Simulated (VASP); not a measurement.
# Cu3N (Pm-3m) in VASP: single point with r2SCAN

Aim: the single point of Cu3N with r2SCAN.

Program: VASP 6.6.1. These are calculated values, not measurements. Logs are shortened: lines on timing, memory, paths and dates and some standing lists are left out, and cuts for length are marked.

## Step 1: The cell of the first run

The structure is cubic, space group Pm-3m (No. 221). The conventional cell has a = 3.815 Å, b = 3.815 Å, c = 3.815 Å, α = 90.00°, β = 90.00°, γ = 90.00°. Cu (site symmetry 4/mmm) has 2 N at 1.91 Å within 2.5 Å. Within 2.5 Å of N (site symmetry m-3m) lie 6 Cu at 1.91 Å.

## Step 2: Single point, r2SCAN

POSCAR

```
Cu3N
1.0
    3.8147060000      0.0000000000      0.0000000000
    0.0000000000      3.8147060000      0.0000000000
    0.0000000000      0.0000000000      3.8147060000
Cu N
3 1
Direct
    0.0000000000      0.0000000000      0.5000000000
    0.0000000000      0.5000000000      0.0000000000
    0.5000000000      0.0000000000      0.0000000000
    0.0000000000      0.0000000000      0.0000000000
```

INCAR.step1

```
PREC = Accurate
ENCUT = 520
ISMEAR = -5
SIGMA = 0.08
LREAL = False
LASPH = True
NELM = 100
LMAXMIX = 4
NBANDS = 27
GGA = PE
ALGO = Normal
EDIFF = 1E-4
LWAVE = True
LCHARG = False
```

INCAR.step2

```
PREC = Accurate
ENCUT = 520
EDIFF = 1E-6
ISMEAR = -1
SIGMA = 0.08
LREAL = False
LASPH = True
NELM = 100
ALGO = Normal
ISIF = 2
LWAVE = False
LCHARG = False
LMAXMIX = 4
METAGGA = R2SCAN
LMIXTAU = True
LORBIT = 11
NBANDS = 27
ISTART = 1
```

KPOINTS

```
regular mesh
0
Gamma
  11 11 11
```

Potentials or basis: VASP PAW PBE potentials, release 64 (Cu, N).

Started as:

```
> cat potpaw_PBE.64/Cu/POTCAR potpaw_PBE.64/N/POTCAR > POTCAR
> cp INCAR.step1 INCAR
> mpirun -np 1 vasp_std > vasp.out
> cp INCAR.step2 INCAR
> mpirun -np 1 vasp_std > vasp.out
```

OUTCAR:

```text
PREC = Accurate
   ENCUT = 520
   EDIFF = 1E-6
   ISMEAR = -1
   LREAL = False
   LASPH = True
   NELM = 100
   ISIF = 2
   METAGGA = R2SCAN
   LORBIT = 11
   ISTART = 1

 ion  position               nearest neighbor table
   1  0.000  0.000  0.500-   4 1.91   4 1.91   2 2.70   2 2.70   3 2.70   3 2.70   2 2.70   2 2.70
                             3 2.70   3 2.70
   2  0.000  0.500  0.000-   4 1.91   4 1.91   1 2.70   1 2.70   1 2.70   3 2.70   3 2.70   1 2.70
                             3 2.70   3 2.70
   3  0.500  0.000  0.000-   4 1.91   4 1.91   1 2.70   1 2.70   2 2.70   1 2.70   2 2.70   2 2.70
                             1 2.70   2 2.70
   4  0.000  0.000  0.000-   1 1.91   2 1.91   3 1.91   1 1.91   2 1.91   3 1.91

  LATTYP: Found a simple cubic cell.
 ALAT       =     3.8147060000

  Lattice vectors:

 A1 = (   3.8147060000,   0.0000000000,   0.0000000000)
 A2 = (   0.0000000000,   3.8147060000,   0.0000000000)
 A3 = (   0.0000000000,   0.0000000000,   3.8147060000)

Analysis of symmetry for initial positions (statically):
=====================================================================
 Subroutine PRICEL returns:
 Original cell was already a primitive cell.

 Routine SETGRP: Setting up the symmetry group for a
 simple cubic supercell.

 Subroutine GETGRP returns: Found 48 space group operations
 (whereof 48 operations were pure point group operations)
 out of a pool of 48 trial point group operations.

The static configuration has the point symmetry O_h .

Analysis of symmetry for dynamics (positions and initial velocities):
=====================================================================
 Subroutine PRICEL returns:
 Original cell was already a primitive cell.

 Routine SETGRP: Setting up the symmetry group for a
 simple cubic supercell.

 Subroutine GETGRP returns: Found 48 space group operations
 (whereof 48 operations were pure point group operations)
 out of a pool of 48 trial point group operations.

The dynamic configuration has the point symmetry O_h .

 Subroutine INISYM returns: Found 48 space group operations
 (whereof 48 operations are pure point group operations),
 and found     1 'primitive' translations

----------------------------------------------------------------------------------------

                                     Primitive cell

  volume of cell :      55.5115

  direct lattice vectors                    reciprocal lattice vectors
     3.814706000  0.000000000  0.000000000     0.262143400  0.000000000  0.000000000
     0.000000000  3.814706000  0.000000000     0.000000000  0.262143400  0.000000000
     0.000000000  0.000000000  3.814706000     0.000000000  0.000000000  0.262143400

  length of vectors
     3.814706000  3.814706000  3.814706000     0.262143400  0.262143400  0.262143400

  position of ions in fractional coordinates (direct lattice)
     0.000000000  0.000000000  0.500000000
     0.000000000  0.500000000  0.000000000
     0.500000000  0.000000000  0.000000000
     0.000000000  0.000000000  0.000000000

  ion indices of the primitive-cell ions
   primitive index   ion index
                 1           1
                 2           2
                 3           3
                 4           4

----------------------------------------------------------------------------------------

 KPOINTS: regular mesh

Automatic generation of k-mesh.
 Grid dimensions read from file:
 generate k-points for:   11   11   11

 Generating k-lattice:

  Cartesian coordinates                     Fractional coordinates (reciprocal lattice)
     0.023831218  0.000000000  0.000000000     0.090909091  0.000000000  0.000000000
     0.000000000  0.023831218  0.000000000     0.000000000  0.090909091  0.000000000
     0.000000000  0.000000000  0.023831218     0.000000000  0.000000000  0.090909091

  Length of vectors
     0.023831218  0.023831218  0.023831218

  Shift w.r.t. Gamma in fractional coordinates (k-lattice)
     0.000000000  0.000000000  0.000000000

 Subroutine IBZKPT returns following result:
 ===========================================

 Found     56 irreducible k-points:

 Following reciprocal coordinates:
            Coordinates               Weight
  0.000000  0.000000  0.000000      1.000000
  0.090909  0.000000  0.000000      6.000000
  0.181818  0.000000  0.000000      6.000000
  0.272727  0.000000  0.000000      6.000000
  0.363636  0.000000  0.000000      6.000000
  0.454545  0.000000  0.000000      6.000000
[... 16 lines left out ...]
  0.181818  0.090909  0.090909     24.000000
  0.272727  0.090909  0.090909     24.000000
 [... further k-points ...]
   k-points           NKPTS =     56   k-points in BZ     NKDIM =     56   number of bands    NBANDS=     27
   number of dos      NEDOS =    301   number of ions     NIONS =      4
   total plane-waves  NPLWV =  21952
   dimension x,y,z NGX =    28 NGY =   28 NGZ =   28
   dimension x,y,z NGXF=    56 NGYF=   56 NGZF=   56
   ions per type =               3   1
   NGX,Y,Z   is equivalent  to a cutoff of  12.20, 12.20, 12.20 a.u.
   NGXF,Y,Z  is equivalent  to a cutoff of  24.40, 24.40, 24.40 a.u.
 SYSTEM =  unknown system
   PREC   = accura    normal or accurate (medium, high low for compatibility)
   ISTART =      1    job   : 0-new  1-cont  2-samecut
   ICHARG =      0    charge: 1-file 2-atom 10-const
   ISPIN  =      1    spin polarized calculation?
   LNONCOLLINEAR =      F non collinear calculations
   LSORBIT =      F    spin-orbit coupling
   LASPH  =      T    aspherical Exc in radial PAW
   ENCUT  =  520.0 eV  38.22 Ry    6.18 a.u.   7.09  7.09  7.09*2*pi/ulx,y,z
   NELM   =    100;   NELMIN=  2; NELMDL=  0     # of ELM steps
   EDIFF  = 0.1E-05   stopping-criterion for ELM
   LREAL  =      F    real-space projection
   EDIFFG = 0.1E-04   stopping-criterion for IOM
   NSW    =      0    number of steps for IOM
   IBRION =     -1    ionic relax: 0-MD 1-quasi-New 2-CG
   NFREE  =      0    steps in history (QN), initial steepest desc. (CG)
   ISIF   =      2    stress and relaxation
   ISYM   =      2    0-nonsym 1-usesym 2-fastsym
   POTIM  = 0.5000    time-step for ionic-motion
   TEBEG  =    0.0;   TEEND  =   0.0 temperature during run
   PSTRESS=    0.0 pullay stress
   NELECT =      38.0000    total number of electrons
   NUPDOWN=      -1.0000    fix difference up-down
   EMIN   =  10.00;   EMAX   =-10.00  energy-range for DOS
   EFERMI =   0.00;   METHOD = LEGACY
   ISMEAR =    -1;   SIGMA  =   0.08  broadening in eV -4-tet -1-fermi 0-gaus
   EFERMI_NEDOS =   21; number of points for ismear=-14 and -15
   IALGO  =     38    algorithm
   IMIX   =      4    mixing-type and parameters
     AMIX     =   0.40;   BMIX     =  1.00
     AMIX_MAG =   1.60;   BMIX_MAG =  1.00
  volume/ion in A,a.u.               =      13.88        93.65
  Fermi-wavevector in a.u.,A,eV,Ry     =   1.442807  2.726510 28.323146  2.081693
  Thomas-Fermi vector in A             =   2.561286
   LORBIT       =     11    0 simple, 1 ext, 2 COOP (PROOUT), +10 PAW based schemes
   METAGGA = R2SCAN    functional components
   LHFCALC =     F    Hartree Fock is set to
   AEXX    =    0.0000 exact exchange contribution
   IVDW    =     0    specifies the selected vdW correction
   LEPSILON=     F    determine dielectric tensor
   LRPA    =     F    only Hartree local field effects (RPA)
 non-spin polarized calculation
  energy-cutoff  :      520.00
  volume of cell :       55.51
 maximum number of plane-waves:      1509
   NGX = 15   NGY = 15   NGZ = 15

 number of electron      37.9999896 magnetization

 Free energy of the ion-electron system (eV)
  ---------------------------------------------------
  ext. energy  EPLUGINS =         0.00000000
  ---------------------------------------------------
  free energy    TOTEN  =       -40.71441670 eV

  energy without entropy =      -40.71360075  energy(sigma->0) =      -40.71400873

 E-fermi :   5.0273     XC(G=0): -11.4299

 val. band max:        4.6474552646   @ k =   0.4545   0.4545   0.3636
 cond. band min:       5.3415684459   @ k =   0.4545   0.4545   0.0000
 fundamental gap:      0.6941131814
 Fermi energy:         5.0273291207

 k-point     1 :       0.0000    0.0000    0.0000
  band No.  band energies     occupation
      1     -12.9524      2.00000
      2      -0.5177      2.00000
      3      -0.1376      2.00000
      4      -0.1375      2.00000
      5      -0.1375      2.00000
      6       0.8120      2.00000
[... 19 lines left out ...]
     26      17.5781      0.00000
     27      17.5781      0.00000

 k-point     2 :       0.0909    0.0000    0.0000
  band No.  band energies     occupation
      1     -12.9225      2.00000
      2      -0.6681      2.00000
      3      -0.2381      2.00000
      4      -0.2378      2.00000
      5      -0.2377      2.00000
      6       0.8207      2.00000
[... 19 lines left out ...]
     26      17.0457      0.00000
     27      17.1575      0.00000

 k-point     3 :       0.1818    0.0000    0.0000
  band No.  band energies     occupation
      1     -12.8404      2.00000
      2      -1.2775      2.00000
      3      -0.4419      2.00000
      4      -0.4419      2.00000
      5      -0.1207      2.00000
      6       0.8444      2.00000
[... 19 lines left out ...]
     26      15.9258      0.00000
     27      16.3359      0.00000

 k-point     4 :       0.2727    0.0000    0.0000
  band No.  band energies     occupation
      1     -12.7284      2.00000
      2      -1.9696      2.00000
      3      -0.6418      2.00000
      4      -0.6418      2.00000
      5       0.1505      2.00000
      6       0.8767      2.00000
[... 19 lines left out ...]
     26      14.7303      0.00000
     27      15.5357      0.00000
[... 516 lines left out ...]
      4      -0.6110      2.00000
      5      -0.0862      2.00000
      6       0.9344      2.00000
[... 19 lines left out ...]
     26      15.9582      0.00000
     27      15.9582      0.00000

 k-point    23 :       0.1818    0.0909    0.0909
  band No.  band energies     occupation
      1     -12.7804      2.00000
      2      -1.3320      2.00000
      3      -0.8174      2.00000
      4      -0.7660      2.00000
      5       0.0464      2.00000
      6       0.9536      2.00000
[... 19 lines left out ...]
     26      14.8971      0.00000
     27      15.4814      0.00000

 k-point    24 :       0.2727    0.0909    0.0909
  band No.  band energies     occupation
      1     -12.6680      2.00000
      2      -2.0052      2.00000
      3      -0.9474      2.00000
      4      -0.9313      2.00000
      5       0.2908      2.00000
      6       0.9901      2.00000
[... 19 lines left out ...]
     26      14.7160      0.00000
     27      15.1287      0.00000

 [... further k-points ...]
[... 5 lines left out ...]
  --------------------------------------------------------------------------------------
  -------------------------------------------------------------------------------------
  Total       -0.6609271     -0.6609271     -0.6609271     -0.0000000      0.0000000     -0.0000000
  in kB      -19.0757191    -19.0757191    -19.0757191     -0.0000000      0.0000000     -0.0000000
  external PRESSURE =     -19.0757191 kB  Pullay stress =       0.0000000 kB

 VOLUME and BASIS-vectors are now :
 -----------------------------------------------------------------------------
  energy-cutoff  :      520.00
  volume of cell :       55.51
      direct lattice vectors                 reciprocal lattice vectors
     3.814706000  0.000000000  0.000000000     0.262143400  0.000000000  0.000000000
     0.000000000  3.814706000  0.000000000     0.000000000  0.262143400  0.000000000
     0.000000000  0.000000000  3.814706000     0.000000000  0.000000000  0.262143400

 POSITION                                       TOTAL-FORCE (eV/Angst)
 -----------------------------------------------------------------------------------
      0.00000      0.00000      1.90735         0.000000      0.000000      0.000000
      0.00000      1.90735      0.00000         0.000000      0.000000      0.000000
      1.90735      0.00000      0.00000         0.000000      0.000000      0.000000
      0.00000      0.00000      0.00000         0.000000      0.000000      0.000000
 -----------------------------------------------------------------------------------
    total drift:                                0.000000      0.000000     -0.000000

  FREE ENERGIE OF THE ION-ELECTRON SYSTEM (eV)
  ---------------------------------------------------
  free  energy   TOTEN  =       -40.7144166997 eV

  energy  without entropy=      -40.7136007534  energy(sigma->0) =      -40.71400873

 total charge

# of ion       s       p       d       tot
------------------------------------------
    1        0.433   0.393   9.246  10.071
    2        0.433   0.393   9.246  10.071
    3        0.433   0.393   9.246  10.071
    4        1.217   2.539   0.000   3.756
--------------------------------------------------
tot          2.516   3.717  27.737  33.970
```

Wall time 2.5 min (1 thread of AMD EPYC 9R14 (Zen 4), shared host); peak memory 0.18 GiB.

What came out:

- Free energy: -40.7144 eV
- Pressure: -1.9 GPa
- Band gap on the k mesh: 0.69 eV (least direct gap 1.18 eV)
- Valence electrons inside the program's atomic spheres: Cu 10.07; N 3.76

Caveat: the PAW data sets were made with another functional, which shifts forces and pressure a little; an odd mesh through Γ misses points on the zone boundary, where band edges can lie.
